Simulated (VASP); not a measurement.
# KZn4C3 (P1) in VASP: single point with r2SCAN

Aim: the single point of KZn4C3 with r2SCAN.

Everything below comes from runs of VASP 6.6.1. Logs are shortened: lines on timing, memory, paths and dates and some standing lists are left out, and cuts for length are marked.

## (1) The cell of the first run

The typed cell holds 8 atoms: a = 3.747 Å, b = 3.764 Å, c = 10.910 Å, α = 99.90°, β = 90.62°, γ = 119.76°.

## (2) Single point, r2SCAN

Contents of POSCAR:

```
KZn4C3
1.0
    3.7465089900      0.0028401600     -0.0203056200
   -1.8707948700      3.2658974000      0.0022984100
   -0.0588347600     -2.2037545600     10.6846457100
K Zn C
1 4 3
Direct
    0.4356950000      0.9690920000      0.4967720000
    0.2882190000      0.6005830000      0.9190910000
    0.6698970000      0.3703570000      0.0845410000
    0.0678900000      0.1060100000      0.2501730000
    0.9062550000      0.7749870000      0.7340270000
    0.2615910000      0.5044050000      0.7171600000
    0.7230310000      0.5258840000      0.2972910000
    0.0290350000      0.0331190000      0.9875040000
```

Contents of INCAR.step1:

```
SYSTEM = KZn4C3
PREC     = Accurate       ! precision mode
ENCUT    = 520            ! plane-wave cutoff, eV
ISMEAR   = -1             ! smearing method
SIGMA    = 0.1            ! smearing width, eV
LREAL    = .False.        ! projectors in reciprocal space
LASPH    = .True.         ! aspherical terms in the spheres
NELM     = 100            ! most SCF steps
NBANDS   = 44             ! bands
GGA      = PE             ! functional
ALGO     = Normal         ! electronic algorithm
EDIFF    = 1E-4           ! SCF threshold, eV
LWAVE    = .True.         ! write WAVECAR
LCHARG   = .False.        ! write CHGCAR
```

Contents of INCAR.step2:

```
SYSTEM = KZn4C3
PREC     = Accurate       ! precision mode
ENCUT    = 520            ! plane-wave cutoff, eV
EDIFF    = 1E-7           ! SCF threshold, eV
ISMEAR   = -1             ! smearing method
SIGMA    = 0.1            ! smearing width, eV
LREAL    = .False.        ! projectors in reciprocal space
LASPH    = .True.         ! aspherical terms in the spheres
NELM     = 100            ! most SCF steps
ALGO     = Normal         ! electronic algorithm
ISIF     = 2              ! what is computed and relaxed
LWAVE    = .False.        ! write WAVECAR
LCHARG   = .False.        ! write CHGCAR
METAGGA  = R2SCAN         ! meta-GGA
LMIXTAU  = .True.       
NBANDS   = 44             ! bands
ISTART   = 1
```

Contents of KPOINTS:

```
Automatic mesh
0
Gamma
  6 6 2
  0 0.5 0
```

Potentials or basis: VASP PAW PBE potentials, release 64 (K_sv, Zn, C).

Run with:

```bash
> cat potpaw_PBE.64/K_sv/POTCAR potpaw_PBE.64/Zn/POTCAR potpaw_PBE.64/C/POTCAR > POTCAR
> cp INCAR.step1 INCAR
> mpirun -np 1 vasp_std > vasp.out
> cp INCAR.step2 INCAR
> mpirun -np 1 vasp_std > vasp.out
```

OUTCAR:

```text
SYSTEM = KZn4C3
   PREC = Accurate
   ENCUT = 520
   EDIFF = 1E-7
   ISMEAR = -1
   LREAL = .False.
   LASPH = .True.
   NELM = 100
   ISIF = 2
   METAGGA = R2SCAN
   ISTART = 1

 ion  position               nearest neighbor table
   1  0.436  0.969  0.497-   5 3.24   4 3.24   5 3.30
   2  0.288  0.601  0.919-   8 2.14   6 2.16   8 2.31   8 2.44   3 2.78   3 2.79   5 2.81   3 2.83
                             5 2.99   5 3.02
   3  0.670  0.370  0.085-   8 2.23   7 2.28   8 2.41   4 2.70   2 2.78   2 2.79   4 2.80   2 2.83
                             4 2.92
   4  0.068  0.106  0.250-   7 2.07   7 2.15   7 2.49   3 2.70   3 2.80   3 2.92   1 3.24
   5  0.906  0.775  0.734-   6 2.03   6 2.09   6 2.43   2 2.81   2 2.99   2 3.02   1 3.24   1 3.30

   6  0.262  0.504  0.717-   5 2.03   5 2.09   2 2.16   5 2.43
   7  0.723  0.526  0.297-   4 2.07   4 2.15   3 2.28   4 2.49
   8  0.029  0.033  0.988-   2 2.14   3 2.23   2 2.31   3 2.41   2 2.44

  LATTYP: Found a triclinic cell.
 ALAT       =     3.7465650931
 B/A-ratio  =     1.0059141891
 C/A-ratio  =     2.9124201038
 COS(alpha) =     0.0082681700
 COS(beta)  =     0.1820742885
 COS(gamma) =     0.4983814323

  Lattice vectors:

 A1 = (  -3.7465089900,  -0.0028401600,   0.0203056200)
 A2 = (  -1.8757141200,  -3.2687375600,   0.0180072100)
 A3 = (  -1.9296296300,   1.0621428400,  10.6869441200)

Analysis of symmetry for initial positions (statically):
=====================================================================
 Subroutine PRICEL returns:
 Original cell was already a primitive cell.

 Routine SETGRP: Setting up the symmetry group for a
 triclinic supercell.

 Subroutine GETGRP returns: Found  1 space group operations
 (whereof  1 operations were pure point group operations)
 out of a pool of  2 trial point group operations.

The static configuration has the point symmetry C_1 .

Analysis of symmetry for dynamics (positions and initial velocities):
=====================================================================
 Subroutine PRICEL returns:
 Original cell was already a primitive cell.

 Routine SETGRP: Setting up the symmetry group for a
 triclinic supercell.

 Subroutine GETGRP returns: Found  1 space group operations
 (whereof  1 operations were pure point group operations)
 out of a pool of  2 trial point group operations.

The dynamic configuration has the point symmetry C_1 .

 Subroutine INISYM returns: Found  1 space group operations
 (whereof  1 operations are pure point group operations),
 and found     1 'primitive' translations

----------------------------------------------------------------------------------------

                                     Primitive cell

  volume of cell :     130.7224

  direct lattice vectors                    reciprocal lattice vectors
     3.746508990  0.002840160 -0.020305620     0.266978131  0.152909106  0.033008276
    -1.870794870  3.265897400  0.002298410     0.000110176  0.306213218  0.063158412
    -0.058834760 -2.203754560 10.684645710     0.000507355  0.000224725  0.093641391

  length of vectors
     3.746565093  3.763769992 10.909704379     0.309431839  0.312658811  0.093643035

  position of ions in fractional coordinates (direct lattice)
     0.435695000  0.969092000  0.496772000
     0.288219000  0.600583000  0.919091000
     0.669897000  0.370357000  0.084541000
     0.067890000  0.106010000  0.250173000
     0.906255000  0.774987000  0.734027000
     0.261591000  0.504405000  0.717160000
     0.723031000  0.525884000  0.297291000
     0.029035000  0.033119000  0.987504000

  ion indices of the primitive-cell ions
   primitive index   ion index
                 1           1
                 2           2
                 3           3
                 4           4
                 5           5
                 6           6
                 7           7
                 8           8

----------------------------------------------------------------------------------------

 KPOINTS: Automatic mesh

Automatic generation of k-mesh.
 Grid dimensions read from file:
 generate k-points for:    6    6    2

 Generating k-lattice:

  Cartesian coordinates                     Fractional coordinates (reciprocal lattice)
     0.044496355  0.025484851  0.005501379     0.166666667 -0.000000000  0.000000000
     0.000018363  0.051035536  0.010526402    -0.000000000  0.166666667  0.000000000
     0.000253677  0.000112363  0.046820696    -0.000000000 -0.000000000  0.500000000

  Length of vectors
     0.051571973  0.052109802  0.046821518

  Shift w.r.t. Gamma in fractional coordinates (k-lattice)
     0.000000000  0.500000000  0.000000000

 Subroutine IBZKPT returns following result:
 ===========================================

 Found     36 irreducible k-points:

 Following reciprocal coordinates:
            Coordinates               Weight
  0.000000  0.083333 -0.000000      2.000000
  0.166667  0.083333 -0.000000      2.000000
  0.333333  0.083333  0.000000      2.000000
  0.500000  0.083333 -0.000000      2.000000
 -0.333333  0.083333 -0.000000      2.000000
 -0.166667  0.083333  0.000000      2.000000
[... 16 lines left out ...]
 -0.333333  0.083333  0.500000      2.000000
 -0.166667  0.083333  0.500000      2.000000
 [... further k-points ...]
   k-points           NKPTS =     36   k-points in BZ     NKDIM =     36   number of bands    NBANDS=     44
   number of dos      NEDOS =    301   number of ions     NIONS =      8
   total plane-waves  NPLWV =  65856
   dimension x,y,z NGX =    28 NGY =   28 NGZ =   84
   dimension x,y,z NGXF=    56 NGYF=   56 NGZF=  168
   ions per type =               1   4   3
   NGX,Y,Z   is equivalent  to a cutoff of  12.42, 12.37, 12.80 a.u.
   NGXF,Y,Z  is equivalent  to a cutoff of  24.85, 24.74, 25.60 a.u.
 SYSTEM =  KZn4C3
   PREC   = accura    normal or accurate (medium, high low for compatibility)
   ISTART =      1    job   : 0-new  1-cont  2-samecut
   ICHARG =      0    charge: 1-file 2-atom 10-const
   ISPIN  =      1    spin polarized calculation?
   LNONCOLLINEAR =      F non collinear calculations
   LSORBIT =      F    spin-orbit coupling
   LASPH  =      T    aspherical Exc in radial PAW
   ENCUT  =  520.0 eV  38.22 Ry    6.18 a.u.   6.97  7.00 20.28*2*pi/ulx,y,z
   NELM   =    100;   NELMIN=  2; NELMDL=  0     # of ELM steps
   EDIFF  = 0.1E-06   stopping-criterion for ELM
   LREAL  =      F    real-space projection
   EDIFFG = 0.1E-05   stopping-criterion for IOM
   NSW    =      0    number of steps for IOM
   IBRION =     -1    ionic relax: 0-MD 1-quasi-New 2-CG
   NFREE  =      0    steps in history (QN), initial steepest desc. (CG)
   ISIF   =      2    stress and relaxation
   ISYM   =      2    0-nonsym 1-usesym 2-fastsym
   POTIM  = 0.5000    time-step for ionic-motion
   TEBEG  =    0.0;   TEEND  =   0.0 temperature during run
   PSTRESS=    0.0 pullay stress
   NELECT =      69.0000    total number of electrons
   NUPDOWN=      -1.0000    fix difference up-down
   EMIN   =  10.00;   EMAX   =-10.00  energy-range for DOS
   EFERMI =   0.00;   METHOD = LEGACY
   ISMEAR =    -1;   SIGMA  =   0.10  broadening in eV -4-tet -1-fermi 0-gaus
   EFERMI_NEDOS =   21; number of points for ismear=-14 and -15
   IALGO  =     38    algorithm
   IMIX   =      4    mixing-type and parameters
     AMIX     =   0.40;   BMIX     =  1.00
     AMIX_MAG =   1.60;   BMIX_MAG =  1.00
  volume/ion in A,a.u.               =      16.34       110.27
  Fermi-wavevector in a.u.,A,eV,Ry     =   1.323045  2.500192 23.816282  1.750447
  Thomas-Fermi vector in A             =   2.452682
   LORBIT       =      0    0 simple, 1 ext, 2 COOP (PROOUT), +10 PAW based schemes
   METAGGA = R2SCAN    functional components
   LHFCALC =     F    Hartree Fock is set to
   AEXX    =    0.0000 exact exchange contribution
   IVDW    =     0    specifies the selected vdW correction
   LEPSILON=     F    determine dielectric tensor
   LRPA    =     F    only Hartree local field effects (RPA)
 non-spin polarized calculation
  energy-cutoff  :      520.00
  volume of cell :      130.72
 maximum number of plane-waves:      3537
   NGX = 13   NGY = 13   NGZ = 41

 number of electron      69.0000006 magnetization

 Free energy of the ion-electron system (eV)
  ---------------------------------------------------
  ext. energy  EPLUGINS =         0.00000000
  ---------------------------------------------------
  free energy    TOTEN  =       -63.44862254 eV

  energy without entropy =      -63.30805077  energy(sigma->0) =      -63.37833666

 E-fermi :   1.3462     XC(G=0): -10.6909

 val. band max:        1.3288793304   @ k =   0.1667   0.4167   0.0000
 cond. band min:       1.3506078587   @ k =   0.0000   0.0833  -0.0000
 fundamental gap:      0.0217285283
 Fermi energy:         1.3461511763

 k-point     1 :       0.0000    0.0833   -0.0000
  band No.  band energies     occupation
      1     -30.0307      2.00000
      2     -12.8317      2.00000
      3     -12.6725      2.00000
      4     -12.6454      2.00000
      5     -10.6457      2.00000
      6      -9.5719      2.00000
[... 36 lines left out ...]
     43       8.2418      0.00000
     44       8.3902      0.00000

 k-point     2 :       0.1667    0.0833   -0.0000
  band No.  band energies     occupation
      1     -30.0148      2.00000
      2     -12.8340      2.00000
      3     -12.7701      2.00000
      4     -12.6820      2.00000
      5     -10.2782      2.00000
      6      -9.3374      2.00000
[... 36 lines left out ...]
     43       8.0355      0.00000
     44       8.1822      0.00000

 k-point     3 :       0.3333    0.0833    0.0000
  band No.  band energies     occupation
      1     -29.9927      2.00000
      2     -13.0350      2.00000
      3     -12.7377      2.00000
      4     -12.6883      2.00000
      5      -9.6533      2.00000
      6      -8.9432      2.00000
[... 36 lines left out ...]
     43       7.9693      0.00000
     44       8.5596      0.00000

 k-point     4 :       0.5000    0.0833   -0.0000
  band No.  band energies     occupation
      1     -29.9866      2.00000
      2     -13.0891      2.00000
      3     -12.7514      2.00000
      4     -12.6662      2.00000
      5      -9.4349      2.00000
      6      -8.8315      2.00000
[... 882 lines left out ...]
     43       8.0602      0.00000
     44       8.7805      0.00000

 k-point    23 :      -0.3333    0.0833    0.5000
  band No.  band energies     occupation
      1     -30.0026      2.00000
      2     -12.9479      2.00000
      3     -12.7281      2.00000
      4     -12.7077      2.00000
      5      -9.9495      2.00000
      6      -9.1489      2.00000
[... 36 lines left out ...]
     43       7.6555      0.00000
     44       8.2413      0.00000

 k-point    24 :      -0.1667    0.0833    0.5000
  band No.  band energies     occupation
      1     -30.0247      2.00000
      2     -12.8106      2.00000
      3     -12.7348      2.00000
      4     -12.6579      2.00000
      5     -10.4813      2.00000
      6      -9.6111      2.00000
[... 36 lines left out ...]
     43       7.9747      0.00000
     44       8.4167      0.00000

 [... further k-points ...]

------------------------ aborting loop because EDIFF is reached ----------------------------------------

  FORCE on cell =-STRESS in cart. coord.  units (eV):
  Direction    XX          YY          ZZ          XY          YZ          ZX
  --------------------------------------------------------------------------------------
  -------------------------------------------------------------------------------------
  Total       -9.7202722     -9.3655945     -7.6653576     -0.0590304     -0.0554961      0.6285167
  in kB     -119.1348984   -114.7878502    -93.9491793     -0.7234963     -0.6801792      7.7033108
  external PRESSURE =    -109.2906426 kB  Pullay stress =       0.0000000 kB

 VOLUME and BASIS-vectors are now :
 -----------------------------------------------------------------------------
  energy-cutoff  :      520.00
  volume of cell :      130.72
      direct lattice vectors                 reciprocal lattice vectors
     3.746508990  0.002840160 -0.020305620     0.266978131  0.152909106  0.033008276
    -1.870794870  3.265897400  0.002298410     0.000110176  0.306213218  0.063158412
    -0.058834760 -2.203754560 10.684645710     0.000507355  0.000224725  0.093641391

 POSITION                                       TOTAL-FORCE (eV/Angst)
 -----------------------------------------------------------------------------------
     -0.20986      2.07143      5.30121         0.198987      0.053110     -0.021266
     -0.09783     -0.06319      9.81569         0.077000      0.189571     -0.258783
      1.81194      1.02514      0.89054         0.041055     -0.148659      0.145152
      0.04131     -0.20491      2.67187        -0.029052      0.455152      0.515933
      1.90226      0.91599      7.82620        -0.434106      0.341192      0.458654
     -0.00578      0.06763      7.65845         0.222071     -0.345394      0.661490
      1.70753      1.06438      3.16298         0.021486     -0.314329     -1.843997
     -0.01128     -2.06797     10.55062        -0.097441     -0.230643      0.342816
 -----------------------------------------------------------------------------------
    total drift:                               -0.044403      0.012188      0.004882

  FREE ENERGIE OF THE ION-ELECTRON SYSTEM (eV)
  ---------------------------------------------------
  free  energy   TOTEN  =       -63.4486225446 eV

  energy  without entropy=      -63.3080507700  energy(sigma->0) =      -63.37833666
```

Run time: 10 min. Hardware: 1 thread of Intel Xeon Platinum 8488C (Sapphire Rapids), shared host; peak memory 0.37 GiB.

Results:

```yaml
Free_energy: -63.4486 eV
Pressure: -10.9 GPa
Largest_force: 1.871 eV/Å
Band_gap_on_the_k_mesh: zero (an odd number of electrons rules out a gap without spin polarisation)
```

Forces in eV/Å, atoms in the order of the input:
```
K    0.199  0.053 -0.021
Zn   0.077  0.190 -0.259
Zn   0.041 -0.149  0.145
Zn  -0.029  0.455  0.516
Zn  -0.434  0.341  0.459
C    0.222 -0.345  0.661
C    0.021 -0.314 -1.844
C   -0.097 -0.231  0.343
```

Levels at points of the mesh, in eV from the Fermi level:
| k point | band 31 | band 32 | band 33 | band 34 | band 35 | band 36 | band 37 | band 38 | band 39 | band 40 |
| --- | --- | --- | --- | --- | --- | --- | --- | --- | --- | --- |
| (0.00, 0.08, 0.00) | -0.18 | 0.00 | 0.42 | 0.49 | 0.85 | 1.14 | 2.25 | 3.28 | 4.07 | 4.64 |

Caveat: the cell stands under tension; the PAW data sets were made with another functional, which shifts forces and pressure a little.

The gap in the log of VASP goes by the Fermi energy; the results here count the filled bands.